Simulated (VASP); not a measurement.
# SiO2 (a cell with a defect) in VASP: single point with r2SCAN

Aim: the single point of SiO2 (a cell with a defect) with r2SCAN.

Everything below comes from runs of VASP 6.6.1. Logs are shortened: lines on timing, memory, paths and dates and some standing lists are left out, and cuts for length are marked.

## (1) The cell of the first run

The cell holds a defect, 72 atoms: a = 8.389 Å, b = 8.389 Å, c = 8.036 Å, α = 90.00°, β = 90.00°, γ = 90.00°.

## (2) Single point, r2SCAN

File POSCAR:

```
SiO2
1.0
    8.3886930000      0.0000000000      0.0000000000
    0.0000000000      8.3886930000      0.0000000000
    0.0000000000      0.0000000000      8.0356430000
Si O
24 48
Direct
    0.0025210000      0.9975250000      0.0002740000
    0.0016840000      0.9985220000      0.3309690000
    0.9989530000      0.9985780000      0.6694960000
    0.0042820000      0.4959680000      0.9996820000
    0.0040490000      0.4977510000      0.3335180000
    0.0003490000      0.4984740000      0.6682520000
    0.5025340000      0.9949710000      0.0002800000
    0.4987570000      0.9949650000      0.3333520000
    0.5005620000      0.9951410000      0.6661920000
    0.5002130000      0.4989040000      0.9984640000
    0.5029460000      0.4885110000      0.6661270000
    0.2541030000      0.2474950000      0.1676670000
    0.2524020000      0.2460360000      0.5019420000
    0.2518800000      0.2431700000      0.8353630000
    0.2561430000      0.7438790000      0.1681250000
    0.2343890000      0.7566800000      0.5052000000
    0.2511660000      0.7466490000      0.8358830000
    0.7536170000      0.2448530000      0.1646310000
    0.7560940000      0.2418770000      0.4992110000
    0.7506110000      0.2475340000      0.8334440000
    0.7585070000      0.7469960000      0.1627520000
    0.7538910000      0.7454140000      0.4967390000
    0.7513330000      0.7445900000      0.8316300000
    0.5223900000      0.4815370000      0.3316670000
    0.4694740000      0.6419200000      0.4394210000
    0.1539200000      0.1504130000      0.0016230000
    0.1555120000      0.1509010000      0.3341420000
    0.1529050000      0.1486280000      0.6674790000
    0.1560740000      0.6496820000      0.0008670000
    0.1537050000      0.6522130000      0.3342210000
    0.1363230000      0.6616090000      0.6766240000
    0.6564040000      0.1465400000      0.9991410000
    0.6532800000      0.1525310000      0.3341260000
    0.6522710000      0.1526500000      0.6645240000
    0.6568460000      0.6499110000      0.9986840000
    0.6804820000      0.6398950000      0.3228210000
    0.6562180000      0.6463960000      0.6643040000
    0.3490540000      0.3418590000      0.9999200000
    0.3531750000      0.3440720000      0.3369120000
    0.3517570000      0.3336550000      0.6707140000
    0.3493210000      0.8436750000      0.0008840000
    0.3363210000      0.8548130000      0.3333540000
    0.3444830000      0.8459530000      0.6672350000
    0.8511120000      0.3419530000      0.9995390000
    0.8467210000      0.3460510000      0.3341460000
    0.8445940000      0.3462560000      0.6641840000
    0.8487960000      0.8458220000      0.9975320000
    0.8516550000      0.8474710000      0.3319340000
    0.8481370000      0.8436750000      0.6661510000
    0.1011830000      0.3990060000      0.1684720000
    0.0990290000      0.3998260000      0.5021680000
    0.0994320000      0.3996440000      0.8323150000
    0.0971820000      0.9006670000      0.1654360000
    0.0933110000      0.9042820000      0.5012990000
    0.0985070000      0.9037220000      0.8354730000
    0.6026420000      0.3940220000      0.1596570000
    0.5996420000      0.3978090000      0.8354240000
    0.5979730000      0.8975580000      0.1684440000
    0.6005240000      0.9005900000      0.4980810000
    0.5984070000      0.8981580000      0.8313010000
    0.4064510000      0.0950780000      0.1663130000
    0.4045290000      0.0927380000      0.5005990000
    0.4049810000      0.0910430000      0.8348020000
    0.4080010000      0.5902740000      0.1616620000
    0.3483680000      0.5816220000      0.5446210000
    0.4052850000      0.5920570000      0.8345320000
    0.9046440000      0.0957710000      0.1668690000
    0.9044110000      0.0953030000      0.4998850000
    0.9029620000      0.0956570000      0.8328160000
    0.9119410000      0.5943110000      0.1631320000
    0.9077440000      0.5946500000      0.5001180000
    0.9013930000      0.5905750000      0.8355820000
```

File INCAR.step1:

```
PREC = Accurate ; ENCUT = 520
ISMEAR = -1 ; SIGMA = 0.05
LREAL = Auto ; LASPH = T
NELM = 60 ; NBANDS = 234
ISYM = 0 ; GGA = PE
ALGO = Normal ; EDIFF = 1E-4
LWAVE = T ; LCHARG = F
```

File INCAR.step2:

```
PREC = Accurate ; ENCUT = 520
EDIFF = 1E-7 ; ISMEAR = -1
SIGMA = 0.05 ; LREAL = Auto
LASPH = T ; NELM = 60
ALGO = Normal ; ISIF = 2
LWAVE = F ; LCHARG = F
METAGGA = R2SCAN ; LMIXTAU = T
NBANDS = 234 ; ISYM = 0
ISTART = 1
```

File KPOINTS:

```
Automatic mesh
0
Gamma
  1 1 1
  0.25 0.25 0.25
```

Potentials or basis: VASP PAW PBE potentials, release 64 (Si, O).

On the command line:

```
> cat potpaw_PBE.64/Si/POTCAR potpaw_PBE.64/O/POTCAR > POTCAR
> cp INCAR.step1 INCAR
> mpirun -np 1 vasp_std > vasp.out
> cp INCAR.step2 INCAR
> mpirun -np 1 vasp_std > vasp.out
```

OUTCAR:

```text
PREC = Accurate
   ENCUT = 520
   EDIFF = 1E-7
   ISMEAR = -1
   LREAL = Auto
   LASPH = T
   NELM = 60
   ISIF = 2
   METAGGA = R2SCAN
   ISYM = 0
   ISTART = 1

 ion  position               nearest neighbor table
   1  0.003  0.998  0.000-  55 1.74  53 1.75  67 1.77  69 1.78  26 1.80  47 1.81   2 2.66   3 2.66

   2  0.002  0.999  0.331-  67 1.75  53 1.76  54 1.76  68 1.78  48 1.79  27 1.82   1 2.66   3 2.72
                            16 3.14
   3  0.999  0.999  0.669-  69 1.74  54 1.75  55 1.76  68 1.77  28 1.80  49 1.81   1 2.66   2 2.72
                            16 3.12
   4  0.004  0.496  1.000-  70 1.73  52 1.76  72 1.76  50 1.78  29 1.81  44 1.82   6 2.66   5 2.68
[... 37 lines left out ...]
  23  0.751  0.745  0.832-  35 1.75  49 1.77  37 1.77  47 1.78  72 1.80  60 1.82  21 2.66  22 2.69

  24  0.522  0.482  0.332-  25 1.66  56 1.70  39 1.83  36 1.88  64 1.90  65 2.40  10 2.69  11 2.69
                            18 3.08  19 3.11
  25  0.469  0.642  0.439-  65 1.42  24 1.66  11 2.25  16 2.26
  26  0.154  0.150  0.002-  14 1.75  12 1.77   1 1.80
  27  0.156  0.151  0.334-  13 1.77  12 1.77   2 1.82
  28  0.153  0.149  0.667-  13 1.77  14 1.77   3 1.80
  29  0.156  0.650  0.001-  17 1.75  15 1.77   4 1.81
  30  0.154  0.652  0.334-  15 1.76  16 1.76   5 1.80
  31  0.136  0.662  0.677-  17 1.75   6 1.78  16 1.79
[... 31 lines left out ...]
  63  0.405  0.091  0.835-   7 1.76   9 1.77  14 1.81
  64  0.408  0.590  0.162-  10 1.70  15 1.81  24 1.90
  65  0.348  0.582  0.545-  25 1.42  16 1.78  11 1.80  24 2.40
  66  0.405  0.592  0.835-  10 1.73  11 1.80  17 1.83
  67  0.905  0.096  0.167-   2 1.75   1 1.77  18 1.78
  68  0.904  0.095  0.500-  19 1.75   3 1.77   2 1.78
  69  0.903  0.096  0.833-   3 1.74   1 1.78  20 1.80
  70  0.912  0.594  0.163-   4 1.73   5 1.77  21 1.82
  71  0.908  0.595  0.500-   6 1.75   5 1.76  22 1.81
  72  0.901  0.591  0.836-   6 1.76   4 1.76  23 1.80

IMPORTANT INFORMATION: All symmetrisations will be switched off!
NOSYMM: (Re-)initialisation of all symmetry stuff for point group C_1.

----------------------------------------------------------------------------------------

                                     Primitive cell

  volume of cell :     565.4696

  direct lattice vectors                    reciprocal lattice vectors
     8.388693000  0.000000000  0.000000000     0.119208082  0.000000000  0.000000000
     0.000000000  8.388693000  0.000000000     0.000000000  0.119208082  0.000000000
     0.000000000  0.000000000  8.035643000     0.000000000  0.000000000  0.124445548

  length of vectors
     8.388693000  8.388693000  8.035643000     0.119208082  0.119208082  0.124445548

  position of ions in fractional coordinates (direct lattice)
     0.002521000  0.997525000  0.000274000
     0.001684000  0.998522000  0.330969000
     0.998953000  0.998578000  0.669496000
[... 205 lines left out ...]
   PSTRESS=    0.0 pullay stress
   NELECT =     384.0000    total number of electrons
   NUPDOWN=      -1.0000    fix difference up-down
   EMIN   =  10.00;   EMAX   =-10.00  energy-range for DOS
   EFERMI =   0.00;   METHOD = LEGACY
   ISMEAR =    -1;   SIGMA  =   0.05  broadening in eV -4-tet -1-fermi 0-gaus
   EFERMI_NEDOS =   21; number of points for ismear=-14 and -15
   IALGO  =     38    algorithm
   IMIX   =      4    mixing-type and parameters
     AMIX     =   0.40;   BMIX     =  1.00
     AMIX_MAG =   1.60;   BMIX_MAG =  1.00
  volume/ion in A,a.u.               =       7.85        53.00
  Fermi-wavevector in a.u.,A,eV,Ry     =   1.438960  2.719241 28.172317  2.070607
  Thomas-Fermi vector in A             =   2.557869
   LORBIT       =      0    0 simple, 1 ext, 2 COOP (PROOUT), +10 PAW based schemes
   METAGGA = R2SCAN    functional components
   LHFCALC =     F    Hartree Fock is set to
   AEXX    =    0.0000 exact exchange contribution
   IVDW    =     0    specifies the selected vdW correction
   LEPSILON=     F    determine dielectric tensor
   LRPA    =     F    only Hartree local field effects (RPA)
 non-spin polarized calculation
  energy-cutoff  :      520.00
  volume of cell :      565.47
 maximum number of plane-waves:     15222
 NGX is ok and might be reduce to    64
   NGX = 31   NGY = 31   NGZ = 29

 number of electron     383.9999953 magnetization

 Free energy of the ion-electron system (eV)
  ---------------------------------------------------
  ext. energy  EPLUGINS =         0.00000000
  ---------------------------------------------------
  free energy    TOTEN  =      -692.81849969 eV

  energy without entropy =     -692.81849969  energy(sigma->0) =     -692.81849969

 E-fermi :  10.0094     XC(G=0): -12.8367

 val. band max:        8.7641164244   @ k =  -0.2500   0.2500   0.2500
 cond. band min:      12.9882270880   @ k =  -0.2500   0.2500   0.2500
 fundamental gap:      4.2241106636
 Fermi energy:        10.0094118085

 k-point     1 :       0.2500    0.2500    0.2500
  band No.  band energies     occupation
      1     -17.1249      2.00000
      2     -15.4708      2.00000
      3     -14.9805      2.00000
      4     -14.8542      2.00000
      5     -14.7055      2.00000
      6     -14.4435      2.00000
[... 817 lines left out ...]
    203      16.4175      0.00000
    204      16.5463      0.00000
 [bands above 204 left out]

------------------------ aborting loop because EDIFF is reached ----------------------------------------

  FORCE on cell =-STRESS in cart. coord.  units (eV):
  Direction    XX          YY          ZZ          XY          YZ          ZX
  --------------------------------------------------------------------------------------
  -------------------------------------------------------------------------------------
  Total       11.7004567      3.9884063      6.6997708     -4.8068973     -0.9826405     -8.3008059
  in kB       33.1515745     11.3005803     18.9828445    -13.6196576     -2.7841716    -23.5191492
  external PRESSURE =      21.1449998 kB  Pullay stress =       0.0000000 kB

 VOLUME and BASIS-vectors are now :
 -----------------------------------------------------------------------------
  energy-cutoff  :      520.00
  volume of cell :      565.47
      direct lattice vectors                 reciprocal lattice vectors
     8.388693000  0.000000000  0.000000000     0.119208082  0.000000000  0.000000000
     0.000000000  8.388693000  0.000000000     0.000000000  0.119208082  0.000000000
     0.000000000  0.000000000  8.035643000     0.000000000  0.000000000  0.124445548

 POSITION                                       TOTAL-FORCE (eV/Angst)
 -----------------------------------------------------------------------------------
      0.02115      8.36793      0.00220         0.023458     -0.015962      0.000380
      0.01413      8.37629      2.65955         0.007789     -0.031636      0.031174
      8.37991      8.37676      5.37983         0.024447     -0.010880     -0.033143
      0.03592      4.16052      8.03309        -0.020317      0.028279      0.019292
      0.03397      4.17548      2.68003         0.007226      0.031123     -0.004216
      0.00293      4.18155      5.36983         0.011334      0.050528     -0.008034
[... 64 lines left out ...]
      7.61479      4.98834      4.01877         0.018376     -0.036924      0.007585
      7.56151      4.95415      6.71444         0.030837     -0.006046     -0.011587
 -----------------------------------------------------------------------------------
    total drift:                               -0.022730      0.031733     -0.020051

  FREE ENERGIE OF THE ION-ELECTRON SYSTEM (eV)
  ---------------------------------------------------
  free  energy   TOTEN  =      -692.8184996863 eV

  energy  without entropy=     -692.8184996863  energy(sigma->0) =     -692.81849969
```

It took 59 min on 1 thread of AMD EPYC 7R13 (Zen 3), shared host; peak memory 0.76 GiB.

Results:

```
Free energy            : -692.8185 eV
Pressure               : 2.1 GPa
Largest force          : 0.317 eV/Å
Band gap on the k mesh : 4.22 eV
```

Forces in eV/Å, atoms in the order of the input:
```
Si   0.023 -0.016  0.000
Si   0.008 -0.032  0.031
Si   0.024 -0.011 -0.033
Si  -0.020  0.028  0.019
Si   0.007  0.031 -0.004
Si   0.011  0.051 -0.008
Si  -0.018  0.011 -0.002
Si  -0.037 -0.015  0.014
Si  -0.015  0.003 -0.005
Si  -0.003  0.000  0.034
Si  -0.123  0.023  0.111
Si  -0.021 -0.011 -0.016
Si   0.001 -0.017  0.025
Si   0.022  0.005 -0.020
Si  -0.021  0.021  0.009
Si  -0.081  0.012  0.028
Si  -0.051  0.002  0.011
Si   0.014  0.001 -0.035
Si   0.164 -0.152  0.011
Si   0.001 -0.012  0.019
Si  -0.008 -0.062  0.043
Si   0.056 -0.008 -0.019
Si   0.013  0.003  0.012
Si  -0.070  0.140 -0.069
O    0.118 -0.135 -0.261
O    0.036  0.026 -0.017
O    0.033  0.035  0.002
O    0.032  0.032  0.009
O    0.029  0.024 -0.002
O    0.039  0.019  0.004
O    0.064 -0.028  0.001
O    0.016  0.024 -0.004
O    0.056  0.052  0.033
O    0.055  0.036 -0.029
O    0.027  0.024 -0.010
O    0.063  0.133 -0.022
O   -0.014  0.001 -0.018
O   -0.029 -0.027  0.003
O    0.021 -0.002 -0.001
O   -0.039 -0.023 -0.021
O   -0.015 -0.025 -0.006
O    0.042 -0.067 -0.020
O   -0.004 -0.047 -0.017
O   -0.035 -0.024  0.009
O   -0.031 -0.056  0.022
O   -0.041 -0.045 -0.025
O   -0.029 -0.040  0.029
O   -0.024 -0.020 -0.011
O   -0.040 -0.027  0.012
O   -0.006  0.013  0.010
O   -0.015  0.030  0.004
O   -0.044  0.033  0.010
O   -0.050  0.056 -0.010
O    0.009 -0.017 -0.001
O   -0.046  0.040  0.019
O   -0.022  0.009  0.093
O    0.004  0.029 -0.055
O   -0.029  0.039 -0.002
O   -0.032  0.014 -0.004
O   -0.021  0.016 -0.007
O    0.014 -0.022  0.009
O    0.024 -0.024 -0.001
O    0.019 -0.026  0.003
O   -0.007  0.022 -0.088
O   -0.075  0.048  0.205
O    0.004 -0.008  0.031
O    0.004 -0.010  0.005
O   -0.029  0.027  0.006
O    0.017 -0.014 -0.019
O    0.027 -0.046 -0.021
O    0.018 -0.037  0.008
O    0.031 -0.006 -0.012
```

Levels at points of the mesh, in eV from the valence-band top:
```tsv
k point	band 189	band 190	band 191	band 192	band 193	band 194	band 195	band 196
(0.25, 0.25, 0.25)	-1.76	-1.44	-1.23	0.00	4.25	5.02	5.39	6.20
```

Caveat: the k points lie up to 0.78 Å⁻¹ apart; the PAW data sets were made with another functional, which shifts forces and pressure a little.
